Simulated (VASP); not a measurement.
# Mg2Zn3O5 in VASP: further runs

Mg2Zn3O5 is run at these levels: PBE; tasks: single point.

All numbers are computed with VASP 6.6.1; they aren't measurements. Logs are shortened: lines on timing, memory, paths and dates and some standing lists are left out, and cuts for length are marked.

### Step 1. The cell of the first run

The typed cell holds 10 atoms: a = 3.043 Å, b = 3.039 Å, c = 12.523 Å, α = 83.06°, β = 83.13°, γ = 60.09°.

### Step 2. Single point, PBE

INCAR reads:

```
SYSTEM = Mg2Zn3O5
ALGO = Normal ; EDIFF = 1E-6
ENCUT = 520 ; GGA = PE
ISIF = 2 ; ISMEAR = 0
LASPH = .True. ; LCHARG = .True.
LELF = .True. ; LREAL = .False.
LVHAR = .True. ; LWAVE = .False.
NBANDS = 46 ; NELM = 60
PREC = Accurate ; SIGMA = 0.1
```

KPOINTS reads:

```
k-points
0
Gamma
  6 6 6
  0 0 0
```

POSCAR reads:

```
Mg2Zn3O5
1.0
   -1.5187411023      2.6373229419     -0.0026395484
   -3.0394941412     -0.0011786838     -0.0006770804
   -1.5165853903      0.8678580081     12.4005193894
Mg Zn O
2 3 5
Direct
    0.8006041250      0.8002953784      0.5987885716
    0.1992884703      0.1997108247      0.4012217986
    1.0000668246      0.9999890356     -0.0000058045
    0.4008751315      0.4006964757      0.7975257840
    0.5991919447      0.5992747954      0.2024745052
    0.7002614882      0.7004687758      0.8986751598
    0.1025075510      0.1014031159      0.6949444530
    0.4999555171      0.4999993261      0.5000041153
    0.8974686956      0.8986090732      0.3050588168
    0.2997802519      0.2995531992      0.1013126002
```

Potentials or basis: VASP PAW PBE potentials, release 64 (Mg, Zn, O).

Run with:

```bash
cat potpaw_PBE.64/Mg/POTCAR potpaw_PBE.64/Zn/POTCAR potpaw_PBE.64/O/POTCAR > POTCAR
mpirun -np 1 vasp_std > vasp.out
```

OUTCAR:

```text
SYSTEM = Mg2Zn3O5
   EDIFF = 1E-6
   ENCUT = 520
   GGA = PE
   ISIF = 2
   ISMEAR = 0
   LASPH = .True.
   LREAL = .False.
   NELM = 60
   PREC = Accurate

 ion  position               nearest neighbor table
   1  0.801  0.800  0.599-   7 2.12   7 2.12   7 2.13   8 2.14   8 2.14   8 2.14   2 3.01   2 3.01
                             2 3.02   4 3.03   4 3.03   4 3.03
   2  0.199  0.200  0.401-   9 2.12   9 2.12   9 2.13   8 2.14   8 2.14   8 2.14   1 3.01   1 3.01
                             1 3.02   5 3.02   5 3.03   5 3.03
   3  0.000  1.000  1.000-  10 2.16   6 2.16  10 2.16   6 2.16   6 2.16  10 2.16
   4  0.401  0.401  0.798-   6 2.16   6 2.16   6 2.16   7 2.17   7 2.17   7 2.17   1 3.03   1 3.03
                             1 3.03
   5  0.599  0.599  0.202-  10 2.16  10 2.16  10 2.16   9 2.17   9 2.17   9 2.17   2 3.02   2 3.03
                             2 3.03
   6  0.700  0.700  0.899-   4 2.16   4 2.16   3 2.16   3 2.16   4 2.16   3 2.16
   7  0.103  0.101  0.695-   1 2.12   1 2.12   1 2.13   4 2.17   4 2.17   4 2.17
   8  0.500  0.500  0.500-   1 2.14   2 2.14   1 2.14   2 2.14   2 2.14   1 2.14
   9  0.897  0.899  0.305-   2 2.12   2 2.12   2 2.13   5 2.17   5 2.17   5 2.17
  10  0.300  0.300  0.101-   5 2.16   3 2.16   5 2.16   3 2.16   5 2.16   3 2.16

  LATTYP: Found a triclinic cell.
 ALAT       =     5.2758269584
 B/A-ratio  =     0.5772341351
 C/A-ratio  =     3.3068278395
 COS(alpha) =     0.0001169184
 COS(beta)  =     0.3510942083
 COS(gamma) =     0.8665833684

  Lattice vectors:

 A1 = (  -0.0020119366,  -5.2758245676,   0.0046020164)
 A2 = (  -1.5207530389,  -2.6385016257,   0.0019624680)
 A3 = (  10.6330558773,  -6.1401465243, -12.3938861318)

Analysis of symmetry for initial positions (statically):
=====================================================================
 Subroutine PRICEL returns:
 Original cell was already a primitive cell.

 Routine SETGRP: Setting up the symmetry group for a
 triclinic supercell.

 Subroutine GETGRP returns: Found  1 space group operations
 (whereof  1 operations were pure point group operations)
 out of a pool of  2 trial point group operations.

The static configuration has the point symmetry C_1 .

Analysis of symmetry for dynamics (positions and initial velocities):
=====================================================================
 Subroutine PRICEL returns:
 Original cell was already a primitive cell.

 Routine SETGRP: Setting up the symmetry group for a
 triclinic supercell.

 Subroutine GETGRP returns: Found  1 space group operations
 (whereof  1 operations were pure point group operations)
 out of a pool of  2 trial point group operations.

The dynamic configuration has the point symmetry C_1 .

 Subroutine INISYM returns: Found  1 space group operations
 (whereof  1 operations are pure point group operations),
 and found     1 'primitive' translations

----------------------------------------------------------------------------------------

                                     Primitive cell

  volume of cell :      99.4351

  direct lattice vectors                    reciprocal lattice vectors
    -1.518741102  2.637322942 -0.002639548    -0.000141084  0.379064560 -0.026546322
    -3.039494141 -0.001178684 -0.000677080    -0.328922643 -0.189441921 -0.026969079
    -1.516585390  0.867858008 12.400519389    -0.000017990  0.000070343  0.080634660

  length of vectors
     3.043362253  3.039494445 12.523022395     0.379992984  0.380533412  0.080634693

  position of ions in fractional coordinates (direct lattice)
     0.800604125  0.800295378  0.598788572
     0.199288470  0.199710825  0.401221799
     0.000066825  0.999989036  0.999994196
     0.400875132  0.400696476  0.797525784
     0.599191945  0.599274795  0.202474505
     0.700261488  0.700468776  0.898675160
     0.102507551  0.101403116  0.694944453
     0.499955517  0.499999326  0.500004115
     0.897468696  0.898609073  0.305058817
     0.299780252  0.299553199  0.101312600

  ion indices of the primitive-cell ions
   primitive index   ion index
                 1           1
                 2           2
                 3           3
                 4           4
                 5           5
                 6           6
                 7           7
                 8           8
                 9           9
                10          10

----------------------------------------------------------------------------------------

 KPOINTS: k-points

Automatic generation of k-mesh.
 Grid dimensions read from file:
 generate k-points for:    6    6    6

 Generating k-lattice:

  Cartesian coordinates                     Fractional coordinates (reciprocal lattice)
    -0.000023514  0.063177427 -0.004424387     0.166666667 -0.000000000  0.000000000
    -0.054820441 -0.031573653 -0.004494847    -0.000000000  0.166666667  0.000000000
    -0.000002998  0.000011724  0.013439110     0.000000000  0.000000000  0.166666667

  Length of vectors
     0.063332164  0.063422235  0.013439116

  Shift w.r.t. Gamma in fractional coordinates (k-lattice)
     0.000000000  0.000000000  0.000000000

 Subroutine IBZKPT returns following result:
 ===========================================

 Found    112 irreducible k-points:

 Following reciprocal coordinates:
            Coordinates               Weight
  0.000000  0.000000  0.000000      1.000000
  0.166667  0.000000 -0.000000      2.000000
  0.333333 -0.000000 -0.000000      2.000000
  0.500000 -0.000000 -0.000000      1.000000
  0.000000  0.166667  0.000000      2.000000
  0.166667  0.166667 -0.000000      2.000000
[... 16 lines left out ...]
  0.333333  0.000000  0.166667      2.000000
  0.500000 -0.000000  0.166667      2.000000
 [... further k-points ...]
   k-points           NKPTS =    112   k-points in BZ     NKDIM =    112   number of bands    NBANDS=     46
   number of dos      NEDOS =    301   number of ions     NIONS =     10
   total plane-waves  NPLWV =  55296
   dimension x,y,z NGX =    24 NGY =   24 NGZ =   96
   dimension x,y,z NGXF=    48 NGYF=   48 NGZF=  192
   ions per type =               2   3   5
   NGX,Y,Z   is equivalent  to a cutoff of  13.11, 13.13, 12.74 a.u.
   NGXF,Y,Z  is equivalent  to a cutoff of  26.22, 26.25, 25.49 a.u.
 SYSTEM =  Mg2Zn3O5
   PREC   = accura    normal or accurate (medium, high low for compatibility)
   ISTART =      0    job   : 0-new  1-cont  2-samecut
   ICHARG =      2    charge: 1-file 2-atom 10-const
   ISPIN  =      1    spin polarized calculation?
   LNONCOLLINEAR =      F non collinear calculations
   LSORBIT =      F    spin-orbit coupling
   LASPH  =      T    aspherical Exc in radial PAW
   ENCUT  =  520.0 eV  38.22 Ry    6.18 a.u.   5.66  5.65 23.28*2*pi/ulx,y,z
   NELM   =     60;   NELMIN=  2; NELMDL= -5     # of ELM steps
   EDIFF  = 0.1E-05   stopping-criterion for ELM
   LREAL  =      F    real-space projection
   EDIFFG = 0.1E-04   stopping-criterion for IOM
   NSW    =      0    number of steps for IOM
   IBRION =     -1    ionic relax: 0-MD 1-quasi-New 2-CG
   NFREE  =      0    steps in history (QN), initial steepest desc. (CG)
   ISIF   =      2    stress and relaxation
   ISYM   =      2    0-nonsym 1-usesym 2-fastsym
   POTIM  = 0.5000    time-step for ionic-motion
   TEBEG  =    0.0;   TEEND  =   0.0 temperature during run
   PSTRESS=    0.0 pullay stress
   NELECT =      70.0000    total number of electrons
   NUPDOWN=      -1.0000    fix difference up-down
   EMIN   =  10.00;   EMAX   =-10.00  energy-range for DOS
   EFERMI =   0.00;   METHOD = LEGACY
   ISMEAR =     0;   SIGMA  =   0.10  broadening in eV -4-tet -1-fermi 0-gaus
   EFERMI_NEDOS =   21; number of points for ismear=-14 and -15
   IALGO  =     38    algorithm
   IMIX   =      4    mixing-type and parameters
     AMIX     =   0.40;   BMIX     =  1.00
     AMIX_MAG =   1.60;   BMIX_MAG =  1.00
  volume/ion in A,a.u.               =       9.94        67.10
  Fermi-wavevector in a.u.,A,eV,Ry     =   1.456334  2.752072 28.856703  2.120908
  Thomas-Fermi vector in A             =   2.573264
   LORBIT       =      0    0 simple, 1 ext, 2 COOP (PROOUT), +10 PAW based schemes
   GGA     = PE    functional components
   LHFCALC =     F    Hartree Fock is set to
   AEXX    =    0.0000 exact exchange contribution
   IVDW    =     0    specifies the selected vdW correction
   LEPSILON=     F    determine dielectric tensor
   LRPA    =     F    only Hartree local field effects (RPA)
 non-spin polarized calculation
 Gauss-broadening in eV      SIGMA  =   0.10
  energy-cutoff  :      520.00
  volume of cell :       99.44
 maximum number of plane-waves:      2701
 NGX is ok and might be reduce to    24
   NGX = 11   NGY = 11   NGZ = 47

 number of electron      69.9999983 magnetization

 Free energy of the ion-electron system (eV)
  ---------------------------------------------------
  ext. energy  EPLUGINS =         0.00000000
  ---------------------------------------------------
  free energy    TOTEN  =       -49.71993510 eV

  energy without entropy =      -49.71993510  energy(sigma->0) =      -49.71993510

 E-fermi :   3.2308     XC(G=0): -11.6433

 val. band max:        2.7995581233   @ k =   0.0000   0.0000   0.5000
 cond. band min:       4.4488061620   @ k =   0.0000   0.0000   0.0000
 fundamental gap:      1.6492480387
 Fermi energy:         3.2307666722

 k-point     1 :       0.0000    0.0000    0.0000
  band No.  band energies     occupation
      1     -15.2836      2.00000
      2     -14.8794      2.00000
      3     -14.7578      2.00000
      4     -14.2147      2.00000
      5     -13.9404      2.00000
      6      -3.8407      2.00000
[... 38 lines left out ...]
     45      16.0717      0.00000
     46      16.1329      0.00000
[... 1086 lines left out ...]
      6      -3.9461      2.00000
[... 38 lines left out ...]
     45      13.6108      0.00000
     46      13.9775      0.00000

 [... further k-points ...]

------------------------ aborting loop because EDIFF is reached ----------------------------------------

  FORCE on cell =-STRESS in cart. coord.  units (eV):
  Direction    XX          YY          ZZ          XY          YZ          ZX
  --------------------------------------------------------------------------------------
  -------------------------------------------------------------------------------------
  Total        0.2183014      0.0315819      0.2112956     -0.0353241      0.0384934     -0.0077058
  in kB        3.5174441      0.5088723      3.4045612     -0.5691692      0.6202368     -0.1241625
  external PRESSURE =       2.4769592 kB  Pullay stress =       0.0000000 kB

 VOLUME and BASIS-vectors are now :
 -----------------------------------------------------------------------------
  energy-cutoff  :      520.00
  volume of cell :       99.44
      direct lattice vectors                 reciprocal lattice vectors
    -1.518741102  2.637322942 -0.002639548    -0.000141084  0.379064560 -0.026546322
    -3.039494141 -0.001178684 -0.000677080    -0.328922643 -0.189441921 -0.026969079
    -1.516585390  0.867858008 12.400519389    -0.000017990  0.000070343  0.080634660

 POSITION                                       TOTAL-FORCE (eV/Angst)
 -----------------------------------------------------------------------------------
     -4.55652      2.63017      7.42263        -0.000072     -0.000289     -0.012905
     -1.51817      0.87356      4.97470        -0.000307      0.001041      0.012368
     -4.55614      0.86685     12.39977         0.000058     -0.000358      0.000460
     -3.03626      1.74890      9.88840        -0.000432     -0.000738     -0.005885
     -3.03858      1.75528      2.50880         0.000327      0.000323      0.005555
     -4.55550      2.62591     11.14172        -0.000063      0.001135     -0.000340
     -1.51784      0.87334      8.61733        -0.000018     -0.000973     -0.073657
     -3.03735      1.75189      6.19865        -0.000072      0.000003     -0.000121
     -4.55699      2.63060      3.77991         0.000403      0.000633      0.073493
     -1.51943      0.87819      1.25533         0.000177     -0.000778      0.001030
 -----------------------------------------------------------------------------------
    total drift:                               -0.000000     -0.000013     -0.000005

  FREE ENERGIE OF THE ION-ELECTRON SYSTEM (eV)
  ---------------------------------------------------
  free  energy   TOTEN  =       -49.7199351029 eV

  energy  without entropy=      -49.7199351028  energy(sigma->0) =      -49.71993510
```

It took 12 min on 1 thread of AMD EPYC 7R43 (Zen 3), shared host; peak memory 0.48 GiB.

Results:

```yaml
Free_energy: -49.7199 eV
Pressure: 0.2 GPa
Largest_force: 0.074 eV/Å
Band_gap_on_the_k_mesh: 1.65 eV (least direct gap 1.66 eV)
```

Forces on the atoms (eV/Å):
```
Mg   0.000  0.000 -0.013
Mg   0.000  0.001  0.012
Zn   0.000  0.000  0.000
Zn   0.000 -0.001 -0.006
Zn   0.000  0.000  0.006
O    0.000  0.001  0.000
O    0.000 -0.001 -0.074
O    0.000  0.000  0.000
O    0.000  0.001  0.073
O    0.000 -0.001  0.001
```

Stress tensor (GPa, compression positive):
```
 0.35 -0.06 -0.01
-0.06  0.05  0.06
-0.01  0.06  0.34
```

Levels at points of the mesh, in eV from the valence-band top:
| k point | band 33 | band 34 | band 35 | band 36 | band 37 | band 38 |
| --- | --- | --- | --- | --- | --- | --- |
| (0.00, 0.00, 0.00) | -0.39 | -0.02 | -0.01 | 1.65 | 3.79 | 4.50 |
| (0.50, 0.00, 0.00) | -0.86 | -0.19 | -0.13 | 4.90 | 5.86 | 6.28 |
| (0.00, 0.50, 0.00) | -0.87 | -0.18 | -0.13 | 4.90 | 5.86 | 6.28 |
| (0.50, 0.50, 0.00) | -0.81 | -0.33 | -0.15 | 4.84 | 6.02 | 6.48 |
| (0.00, 0.00, 0.50) | -0.43 | -0.01 | 0.00 | 2.07 | 3.14 | 5.26 |
| (0.50, 0.00, 0.50) | -0.80 | -0.34 | -0.14 | 4.84 | 6.03 | 6.48 |
| (0.00, 0.50, 0.50) | -0.81 | -0.33 | -0.15 | 4.84 | 6.03 | 6.48 |
| (0.50, 0.50, 0.50) | -0.87 | -0.18 | -0.14 | 4.89 | 5.85 | 6.28 |

### Step 3. Single point, PBE

INCAR reads:

```
ALGO = Normal ; EDIFF = 1E-6
ENCUT = 520 ; GGA = PE
ISIF = 2 ; ISMEAR = 0
LASPH = T ; LCHARG = T
LELF = T ; LREAL = F
LVHAR = T ; LWAVE = F
NBANDS = 46 ; NELM = 80
PREC = Accurate ; SIGMA = 0.1
```

KPOINTS reads:

```
k-points
0
Gamma
  6 6 6
```

POSCAR reads:

```
Mg2Zn3O5
1.0
   -1.5208171066      2.6341324976      0.0000000000
   -3.0416342131      0.0000000000      0.0000000000
   -1.5208171066      0.8780441659     12.4087858124
Mg Zn O
2 3 5
Direct
    0.8004196919      0.8004196919      0.5987409244
    0.1995803081      0.1995803081      0.4012590756
    1.0000000000      1.0000000000      0.0000000000
    0.4008354988      0.4008354988      0.7974935036
    0.5991645012      0.5991645012      0.2025064964
    0.7004434720      0.7004434720      0.8986695840
    0.1017017615      0.1017017615      0.6948947154
    0.5000000000      0.5000000000      0.5000000000
    0.8982982385      0.8982982385      0.3051052846
    0.2995565280      0.2995565280      0.1013304160
```

Potentials or basis: VASP PAW PBE potentials, release 64 (Mg, Zn, O).

Run with:

```bash
cat potpaw_PBE.64/Mg/POTCAR potpaw_PBE.64/Zn/POTCAR potpaw_PBE.64/O/POTCAR > POTCAR
mpirun -np 1 vasp_std > vasp.out
```

It took 2.3 min on 1 thread of Intel Xeon Platinum 8488C (Sapphire Rapids), shared host; peak memory 0.3 GiB.

It converged, with:

```
Free energy            : -49.7202 eV
Pressure               : 0.3 GPa
Largest force          : 0.072 eV/Å
Band gap on the k mesh : 1.65 eV (least direct gap 1.66 eV)
```

Forces in eV/Å, atoms in the order of the input:
```
Mg   0.000  0.000 -0.008
Mg   0.000  0.000  0.008
Zn   0.000  0.000  0.000
Zn   0.000  0.000 -0.006
Zn   0.000  0.000  0.006
O    0.000  0.000 -0.002
O    0.000  0.000 -0.072
O    0.000  0.000  0.000
O    0.000  0.000  0.072
O    0.000  0.000  0.002
```

Levels at points of the mesh, in eV from the valence-band top:
```tsv
k point	band 31	band 32	band 33	band 34	band 35	band 36	band 37	band 38	band 39	band 40
(0.00, 0.00, 0.00)	-0.89	-0.39	-0.39	-0.01	-0.01	1.65	3.80	4.51	5.76	6.31
(0.50, 0.00, 0.00)	-1.43	-1.39	-0.86	-0.18	-0.13	4.90	5.86	6.29	7.27	8.28
(0.50, 0.50, 0.00)	-1.63	-1.05	-0.80	-0.33	-0.14	4.85	6.03	6.48	6.84	8.15
(0.00, 0.00, 0.50)	-0.72	-0.43	-0.43	0.00	0.00	2.08	3.15	5.26	5.34	6.33
```

A k mesh can miss the band edges.

### Step 4. Single point, PBE

This run uses another cell than the first one, of 12.33 Å³/atom.

INCAR reads:

```
PREC = Accurate
ENCUT = 520
EDIFF = 1E-6
ISMEAR = 0
SIGMA = 0.1
LREAL = F
LASPH = T
NELM = 60
ALGO = Normal
ISIF = 2
LWAVE = F
LCHARG = T
GGA = PE
LELF = T
LVHAR = T
NBANDS = 46
```

KPOINTS reads:

```
regular mesh
0
Gamma
  6 6 6
```

POSCAR reads:

```
Mg2Zn3O5
1.0
    1.6335155400      0.9431106400     13.3375985600
   -1.6335155400      0.9431106400     13.3375985600
    0.0000000000     -1.8862212800     13.3375985600
Mg Zn O
2 3 5
Direct
    0.2000000000      0.2000000000      0.2000000000
    0.8000000000      0.8000000000      0.8000000000
    0.0000000000      0.0000000000      0.0000000000
    0.6000000000      0.6000000000      0.6000000000
    0.4000000000      0.4000000000      0.4000000000
    0.3000000000      0.3000000000      0.3000000000
    0.9000000000      0.9000000000      0.9000000000
    0.5000000000      0.5000000000      0.5000000000
    0.1000000000      0.1000000000      0.1000000000
    0.7000000000      0.7000000000      0.7000000000
```

Run with:

```bash
cat potpaw_PBE.64/Mg/POTCAR potpaw_PBE.64/Zn/POTCAR potpaw_PBE.64/O/POTCAR > POTCAR
mpirun -np 1 vasp_std > vasp.out
```

Wall time 56 min (1 thread of Intel Xeon Platinum 8488C (Sapphire Rapids), shared host); peak memory 1.7 GiB.

The run converged. Its results:

- Free energy: -47.8093 eV
- Pressure: -21.3 GPa
- Largest force: 0.361 eV/Å
- Band gap on the k mesh: 0.69 eV

Forces in eV/Å, atoms in the order of the input:
```
Mg   0.000  0.000  0.166
Mg   0.000  0.000 -0.166
Zn   0.000  0.000  0.000
Zn   0.000  0.000  0.073
Zn   0.000  0.000 -0.073
O    0.000  0.000 -0.016
O    0.000  0.000 -0.361
O    0.000  0.000  0.000
O    0.000  0.000  0.361
O    0.000  0.000  0.016
```

Stress tensor (GPa, compression positive):
```
-21.15   0.00   0.00
  0.00 -21.15   0.00
  0.00   0.00 -21.72
```

Levels at points of the mesh, in eV from the valence-band top:
```
           k point  band 32  band 33  band 34  band 35  band 36  band 37  band 38  band 39
(0.00, 0.00, 0.00)    -0.24    -0.24     0.00     0.00     0.69     2.79     3.22     5.03
(0.50, 0.00, 0.00)    -1.05    -0.63    -0.17    -0.10     3.87     4.97     5.36     6.12
(0.50, 0.50, 0.00)    -0.85    -0.58    -0.30    -0.11     3.82     5.07     5.65     5.80
(0.50, 0.50, 0.50)    -0.26    -0.26     0.00     0.00     1.28     2.00     4.16     4.19
```

Caveat: the cell stands under tension. A k mesh can miss the band edges.

### Step 5. Overview

| cell | gap on the mesh (eV) | pressure (GPa) | largest force (eV/Å) |
| --- | --- | --- | --- |
| a = 3.043, b = 3.039, c = 12.523 Å, angles 83.1, 83.1, 60.1°, 10 atoms, atomic positions A | 1.65 | 0.2 | 0.07 |
| a = 3.042, b = 3.042, c = 12.532 Å, angles 83.0, 83.0, 60.0°, 10 atoms, atomic positions A | 1.65 | 0.3 | 0.07 |
| a = 13.470 Å, angles 13.9°, 10 atoms, atomic positions B | 0.69 | -21.3 | 0.36 |

Alike in all rows: task single point; level PBE; potentials or basis VASP PAW PBE potentials, release 64 (Mg, Zn, O); no spin polarisation; k mesh 6 × 6 × 6; cutoff (eV) 520; smearing gaussian 0.1 eV.

Caveats: the cell stands under tension (at least some runs).

Absolute energies hang on the potentials; compare differences alone.
